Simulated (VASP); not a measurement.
# H4CO in VASP: a series of runs

Runs on H4CO. Level: PBE+D3(BJ). Tasks: single point, relaxation of the atoms.

Program: VASP 6.6.1. These are calculated values, not measurements. Logs are shortened: lines on timing, memory, paths and dates and some standing lists are left out, and cuts for length are marked.

## 1. The cell of the first run

The cell holds a disordered packing, 36 atoms: a = 7.380 Å, b = 7.380 Å, c = 7.380 Å, α = 90.00°, β = 90.00°, γ = 90.00°.

## 2. Single point, PBE+D3(BJ)

The input, INCAR:

```
ALGO = Normal ; EDIFF = 1E-6
ENCUT = 520 ; GGA = PE
GGA_COMPAT = F ; ISIF = 2
ISMEAR = -1 ; IVDW = 12
LASPH = T ; LCHARG = F
LREAL = Auto ; LWAVE = F
NBANDS = 66 ; NELM = 120
PREC = Accurate ; SIGMA = 0.05
```

The input, KPOINTS:

```
k-points
0
Gamma
  1 1 1
```

The input, POSCAR:

```
H4CO
1.0
    7.3803230000      0.0000000000      0.0000000000
    0.0000000000      7.3803230000      0.0000000000
    0.0000000000      0.0000000000      7.3803230000
C O H
6 6 24
Direct
    0.9535490520     -0.0013549542      0.8070242996
    0.8582822188      0.1388692609      0.2735652627
    0.5267520134      0.7235320189      0.8699483749
    0.5758013572      0.5304374890      0.3547270221
    0.4246426613      0.2232558114      0.7735298306
    0.0576804023      0.5908007007      0.5376051970
    0.9197835921      0.1843550750      0.7816189075
    0.9975308669      0.0003658376      0.2579155411
    0.5926163394      0.8381069501      0.7254560539
    0.4949647868      0.4488421442      0.1940700969
    0.5623466615      0.1614427986      0.8978875315
    0.1310647244      0.4232064098      0.5775763473
    0.8876034287     -0.0717990256      0.6925442152
    0.7885020750      0.2090558909      0.8016586808
    1.0995724713     -0.0153651812      0.8020651671
    0.9214501859     -0.0397543576      0.9423706794
    0.8743926248      0.2541894169      0.1752904311
    1.0949791764      0.0431552928      0.3386166161
    0.7256728466      0.0808907686      0.2557069657
    0.8621167393      0.1954386007      0.4165806835
    0.4128274603      0.7887459668      0.9429939584
    0.7179089587      0.8285951712      0.6993596351
    0.4722964022      0.5997027501      0.8181213749
    0.6261108084      0.6925984134      0.9801468039
    0.4826211536      0.6400532876      0.3910533455
    0.5451522921      0.3226281560      0.1817264637
    0.5616285358      0.4364172137      0.4669307834
    0.7159442751      0.5866003426      0.3238069662
    0.3943187852      0.1271353571      0.6686699214
    0.5828335698      0.0378438721      0.8482149088
    0.2940250718      0.2484715100      0.8423073082
    0.4658739191      0.3503640694      0.7147519153
    0.0668127940      0.6242545211      0.3971099910
    0.0586966180      0.3580602096      0.6670033276
   -0.0770155995      0.6121412301      0.6005563713
    0.1424598896      0.6942108089      0.6048786754
```

Potentials or basis: VASP PAW PBE potentials, release 64 (C, O, H).

Launch:

```console
cat potpaw_PBE.64/C/POTCAR potpaw_PBE.64/O/POTCAR potpaw_PBE.64/H/POTCAR > POTCAR
mpirun -np 1 vasp_gam > vasp.out
```

OUTCAR:

```text
EDIFF = 1E-6
   ENCUT = 520
   GGA = PE
   ISIF = 2
   ISMEAR = -1
   IVDW = 12
   LASPH = T
   LREAL = Auto
   NELM = 120
   PREC = Accurate
 IVDW          = 12

 ion  position               nearest neighbor table
   1  0.954  0.999  0.807-  16 1.07  15 1.08  13 1.11   7 1.41
   2  0.858  0.139  0.274-  19 1.08  17 1.12  20 1.14   8 1.45
   3  0.527  0.724  0.870-  23 1.07  21 1.11  24 1.12   9 1.45
   4  0.576  0.530  0.355-  27 1.09  25 1.10  28 1.14  10 1.46
   5  0.425  0.223  0.774-  29 1.07  32 1.08  31 1.11  11 1.44
   6  0.058  0.591  0.538-  33 1.07  36 1.10  35 1.11  12 1.38
   7  0.920  0.184  0.782-  14 1.00   1 1.41
   8  0.998  0.000  0.258-  18 0.99   2 1.45
   9  0.593  0.838  0.725-  22 0.95   3 1.45
  10  0.495  0.449  0.194-  26 1.01   4 1.46
  11  0.562  0.161  0.898-  30 0.99   5 1.44
  12  0.131  0.423  0.578-  34 0.98   6 1.38
  13  0.888  0.928  0.693-   1 1.11
  14  0.789  0.209  0.802-   7 1.00
  15  0.100  0.985  0.802-   1 1.08
  16  0.921  0.960  0.942-   1 1.07
  17  0.874  0.254  0.175-   2 1.12
  18  0.095  0.043  0.339-   8 0.99
[... 16 lines left out ...]
  35  0.923  0.612  0.601-   6 1.11
  36  0.142  0.694  0.605-   6 1.10

  LATTYP: Found a simple cubic cell.
 ALAT       =     7.3803230000

  Lattice vectors:

 A1 = (   7.3803230000,   0.0000000000,   0.0000000000)
 A2 = (   0.0000000000,   7.3803230000,   0.0000000000)
 A3 = (   0.0000000000,   0.0000000000,   7.3803230000)

Analysis of symmetry for initial positions (statically):
=====================================================================
 Subroutine PRICEL returns:
 Original cell was already a primitive cell.

 Routine SETGRP: Setting up the symmetry group for a
 simple cubic supercell.

 Subroutine GETGRP returns: Found  1 space group operations
 (whereof  1 operations were pure point group operations)
 out of a pool of 48 trial point group operations.

The static configuration has the point symmetry C_1 .

Analysis of symmetry for dynamics (positions and initial velocities):
=====================================================================
 Subroutine PRICEL returns:
 Original cell was already a primitive cell.

 Routine SETGRP: Setting up the symmetry group for a
 simple cubic supercell.

 Subroutine GETGRP returns: Found  1 space group operations
 (whereof  1 operations were pure point group operations)
 out of a pool of 48 trial point group operations.

The dynamic configuration has the point symmetry C_1 .

 Subroutine INISYM returns: Found  1 space group operations
 (whereof  1 operations are pure point group operations),
 and found     1 'primitive' translations

----------------------------------------------------------------------------------------

                                     Primitive cell

  volume of cell :     402.0001

  direct lattice vectors                    reciprocal lattice vectors
     7.380323000  0.000000000  0.000000000     0.135495425  0.000000000  0.000000000
     0.000000000  7.380323000  0.000000000     0.000000000  0.135495425  0.000000000
     0.000000000  0.000000000  7.380323000     0.000000000  0.000000000  0.135495425

  length of vectors
     7.380323000  7.380323000  7.380323000     0.135495425  0.135495425  0.135495425

  position of ions in fractional coordinates (direct lattice)
     0.953549052  0.998645046  0.807024300
     0.858282219  0.138869261  0.273565263
     0.526752013  0.723532019  0.869948375
     0.575801357  0.530437489  0.354727022
     0.424642661  0.223255811  0.773529831
     0.057680402  0.590800701  0.537605197
[... 28 lines left out ...]
     0.922984400  0.612141230  0.600556371
     0.142459890  0.694210809  0.604878675

  ion indices of the primitive-cell ions
   primitive index   ion index
                 1           1
                 2           2
                 3           3
                 4           4
                 5           5
                 6           6
[... 28 lines left out ...]
                35          35
                36          36

----------------------------------------------------------------------------------------

 KPOINTS: k-points

Automatic generation of k-mesh.
 Grid dimensions read from file:
 generate k-points for:    1    1    1

 Generating k-lattice:

  Cartesian coordinates                     Fractional coordinates (reciprocal lattice)
     0.135495425  0.000000000  0.000000000     1.000000000  0.000000000  0.000000000
     0.000000000  0.135495425  0.000000000     0.000000000  1.000000000  0.000000000
     0.000000000  0.000000000  0.135495425     0.000000000  0.000000000  1.000000000

  Length of vectors
     0.135495425  0.135495425  0.135495425

  Shift w.r.t. Gamma in fractional coordinates (k-lattice)
     0.000000000  0.000000000  0.000000000

 Subroutine IBZKPT returns following result:
 ===========================================

 Found      1 irreducible k-points:

 Following reciprocal coordinates:
            Coordinates               Weight
  0.000000  0.000000  0.000000      1.000000
   k-points           NKPTS =      1   k-points in BZ     NKDIM =      1   number of bands    NBANDS=     66
   number of dos      NEDOS =    301   number of ions     NIONS =     36
   total plane-waves  NPLWV = 175616
   dimension x,y,z NGX =    56 NGY =   56 NGZ =   56
   dimension x,y,z NGXF=   112 NGYF=  112 NGZF=  112
   ions per type =               6   6  24
   NGX,Y,Z   is equivalent  to a cutoff of  12.61, 12.61, 12.61 a.u.
   NGXF,Y,Z  is equivalent  to a cutoff of  25.23, 25.23, 25.23 a.u.
 SYSTEM =  unknown system
   PREC   = accura    normal or accurate (medium, high low for compatibility)
   ISTART =      0    job   : 0-new  1-cont  2-samecut
   ICHARG =      2    charge: 1-file 2-atom 10-const
   ISPIN  =      1    spin polarized calculation?
   LNONCOLLINEAR =      F non collinear calculations
   LSORBIT =      F    spin-orbit coupling
   LASPH  =      T    aspherical Exc in radial PAW
   ENCUT  =  520.0 eV  38.22 Ry    6.18 a.u.  13.72 13.72 13.72*2*pi/ulx,y,z
   NELM   =    120;   NELMIN=  2; NELMDL= -5     # of ELM steps
   EDIFF  = 0.1E-05   stopping-criterion for ELM
   LREAL  =      T    real-space projection
   EDIFFG = 0.1E-04   stopping-criterion for IOM
   NSW    =      0    number of steps for IOM
   IBRION =     -1    ionic relax: 0-MD 1-quasi-New 2-CG
   NFREE  =      0    steps in history (QN), initial steepest desc. (CG)
   ISIF   =      2    stress and relaxation
   ISYM   =      2    0-nonsym 1-usesym 2-fastsym
   POTIM  = 0.5000    time-step for ionic-motion
   TEBEG  =    0.0;   TEEND  =   0.0 temperature during run
   PSTRESS=    0.0 pullay stress
   NELECT =      84.0000    total number of electrons
   NUPDOWN=      -1.0000    fix difference up-down
   EMIN   =  10.00;   EMAX   =-10.00  energy-range for DOS
   EFERMI =   0.00;   METHOD = LEGACY
   ISMEAR =    -1;   SIGMA  =   0.05  broadening in eV -4-tet -1-fermi 0-gaus
   EFERMI_NEDOS =   21; number of points for ismear=-14 and -15
   IALGO  =     38    algorithm
   IMIX   =      4    mixing-type and parameters
     AMIX     =   0.40;   BMIX     =  1.00
     AMIX_MAG =   1.60;   BMIX_MAG =  1.00
  volume/ion in A,a.u.               =      11.17        75.36
  Fermi-wavevector in a.u.,A,eV,Ry     =   0.971462  1.835797 12.840345  0.943739
  Thomas-Fermi vector in A             =   2.101681
   LORBIT       =      0    0 simple, 1 ext, 2 COOP (PROOUT), +10 PAW based schemes
   GGA     = PE    functional components
   LHFCALC =     F    Hartree Fock is set to
   AEXX    =    0.0000 exact exchange contribution
   IVDW    =    12    specifies the selected vdW correction
   LEPSILON=     F    determine dielectric tensor
   LRPA    =     F    only Hartree local field effects (RPA)
 non-spin polarized calculation
  energy-cutoff  :      520.00
  volume of cell :      402.00
 maximum number of plane-waves:      5414
 NGX is ok and might be reduce to    54
   NGX = 27   NGY = 27   NGZ = 27

 number of electron      84.0000001 magnetization

 Free energy of the ion-electron system (eV)
  ---------------------------------------------------
  ext. energy  EPLUGINS =         0.00000000
  ---------------------------------------------------
  free energy    TOTEN  =      -181.35998672 eV

  energy without entropy =     -181.35998672  energy(sigma->0) =     -181.35998672

 E-fermi :  -1.5985     XC(G=0):  -6.3302

 val. band max:       -2.8306233425   @ k =   0.0000   0.0000   0.0000
 cond. band min:       1.6497410106   @ k =   0.0000   0.0000   0.0000
 fundamental gap:      4.4803643531
 Fermi energy:        -1.5984504409

 k-point     1 :       0.0000    0.0000    0.0000
  band No.  band energies     occupation
      1     -23.3185      2.00000
      2     -22.8645      2.00000
      3     -22.4895      2.00000
      4     -22.3488      2.00000
      5     -22.3360      2.00000
      6     -21.8150      2.00000
[... 46 lines left out ...]
     53       4.9877      0.00000
     54       5.2843      0.00000
 [bands above 54 left out]

------------------------ aborting loop because EDIFF is reached ----------------------------------------

 Edisp (eV)   -1.24545

 E8    (eV) :    -0.2706

  FORCE on cell =-STRESS in cart. coord.  units (eV):
  Direction    XX          YY          ZZ          XY          YZ          ZX
  --------------------------------------------------------------------------------------
  -------------------------------------------------------------------------------------
  Total       0.74368     4.71465    -1.19276    -0.52479    -0.60601    -0.00052
  in kB       2.96396    18.79030    -4.75375    -2.09155    -2.41527    -0.00209
  external pressure =        5.67 kB  Pullay stress =        0.00 kB

 VOLUME and BASIS-vectors are now :
 -----------------------------------------------------------------------------
  energy-cutoff  :      520.00
  volume of cell :      402.00
      direct lattice vectors                 reciprocal lattice vectors
     7.380323000  0.000000000  0.000000000     0.135495425  0.000000000  0.000000000
     0.000000000  7.380323000  0.000000000     0.000000000  0.135495425  0.000000000
     0.000000000  0.000000000  7.380323000     0.000000000  0.000000000  0.135495425

 POSITION                                       TOTAL-FORCE (eV/Angst)
 -----------------------------------------------------------------------------------
      7.03750      7.37032      5.95610         0.550992      0.751869     -0.767633
      6.33440      1.02490      2.01900         0.849212      1.054495      1.182328
      3.88760      5.33990      6.42050         0.402866      0.322943      1.092638
      4.24960      3.91480      2.61800        -0.387647      0.346208     -1.138404
      3.13400      1.64770      5.70890        -0.669138      0.675744      1.011746
      0.42570      4.36030      3.96770         0.188414      1.349172      1.747677
[... 28 lines left out ...]
      6.81192      4.51780      4.43230        -0.113239     -0.164209     -0.600898
      1.05140      5.12350      4.46420         0.085007      0.354069      0.048223
 -----------------------------------------------------------------------------------
    total drift:                                0.004251      0.003717     -0.000482

  FREE ENERGIE OF THE ION-ELECTRON SYSTEM (eV)
  ---------------------------------------------------
  free  energy   TOTEN  =      -182.6054385378 eV

  energy  without entropy=     -182.6054385377  energy(sigma->0) =     -182.60543854
```

Run time: 55 s. Hardware: 1 thread of AMD EPYC 7R43 (Zen 3), shared host; peak memory 0.34 GiB.

What came out:

```yaml
Free_energy: -182.6054 eV
Pressure: 0.6 GPa
Largest_force: 2.421 eV/Å
Band_gap_on_the_k_mesh: 4.48 eV
Dispersion_energy_per_atom: -0.035 eV
```

Forces in eV/Å, atoms in the order of the input:
```
C    0.551  0.752 -0.768
C    0.849  1.054  1.182
C    0.403  0.323  1.093
C   -0.388  0.346 -1.138
C   -0.669  0.676  1.012
C    0.188  1.349  1.748
O   -0.342  1.439 -0.119
O   -0.024  0.661  0.361
O   -2.326  0.432  0.514
O    0.805 -1.138  0.232
O   -0.141 -0.329 -0.676
O    0.541 -1.359 -0.280
H    0.639 -0.425  0.335
H    0.251 -0.199  0.313
H    0.485 -0.332 -0.432
H   -0.815 -0.801  0.830
H    0.135 -0.622  0.367
H   -0.319 -0.264 -0.518
H   -0.542 -0.610 -0.294
H   -0.071 -0.185 -1.001
H    0.235  0.300 -0.446
H    1.183 -0.697  0.127
H   -0.105 -0.860 -0.436
H   -0.068  0.126 -0.727
H    0.195  0.365 -0.074
H   -0.525  1.340 -0.125
H    0.702 -0.290  0.370
H   -0.864 -0.580  0.547
H    0.221 -0.643 -0.662
H    0.172 -0.181  0.313
H    0.233  0.018  0.263
H    0.144  0.468 -0.344
H   -0.435 -0.077 -1.120
H   -0.271 -0.247  0.107
H   -0.113 -0.164 -0.601
H    0.085  0.354  0.048
```

Stress tensor (GPa, compression positive):
```
 0.30 -0.21  0.00
-0.21  1.88 -0.24
 0.00 -0.24 -0.48
```

Levels at points of the mesh, in eV from the valence-band top:
| k point | band 38 | band 39 | band 40 | band 41 | band 42 | band 43 | band 44 | band 45 | band 46 | band 47 |
| --- | --- | --- | --- | --- | --- | --- | --- | --- | --- | --- |
| (0.00, 0.00, 0.00) | -1.00 | -0.78 | -0.44 | -0.28 | 0.00 | 4.48 | 5.61 | 5.84 | 5.94 | 6.53 |

Caveat: the k points lie up to 0.85 Å⁻¹ apart; the atoms stand as in a frame of molecular dynamics.

(Continued in part 2 of 2.)
